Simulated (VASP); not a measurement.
# PC: single point with PBE

Crystal: PC.

```
CELL_PARAMETERS angstrom
2.67380 0.00000 0.00000
0.00000 2.67380 0.00000
0.00000 0.00000 2.67380
ATOMIC_POSITIONS crystal
P 0.00000 0.00000 0.00000
C 0.50000 0.50000 0.50000
```

```
Program                : VASP 6.6.1
Task                   : single point
Functional             : PBE
Potentials or basis    : VASP PAW PBE potentials, release 64 (P, C)
Cutoff                 : 600 eV
k mesh                 : 6 × 6 × 6
Occupations            : gaussian, width 0.2 eV
Spin                   : no spin polarisation
Dipole correction      : no
Further INCAR settings : ALGO = Normal; EDIFF = 1e-06; NBANDS = 12
```

| Item | Value |
| --- | --- |
| Pressure | -0.3 GPa |

Levels at points of the mesh, in eV from the Fermi level:
```csv
k point,band 1,band 2,band 3,band 4,band 5,band 6,band 7,band 8,band 9
"(0.00, 0.00, 0.00)",-18.41,-2.06,-2.06,-2.06,-1.79,4.68,4.68,9.02,9.02
"(0.50, 0.00, 0.00)",-13.81,-13.62,0.75,0.75,2.67,3.47,3.78,3.78,7.66
"(0.50, 0.50, 0.00)",-9.85,-9.28,-8.64,-8.64,2.26,5.94,6.64,6.64,12.20
"(0.50, 0.50, 0.50)",-7.13,-5.37,-4.25,-4.25,-4.25,-3.69,-3.69,-3.69,18.22
```

Run time: 2 s on 1 thread of Intel(R) Xeon(R) 6975P-C (Granite Rapids), on a shared host, peak memory 0.13 GiB.

Caveat: the k points lie up to 0.39 Å⁻¹ apart.
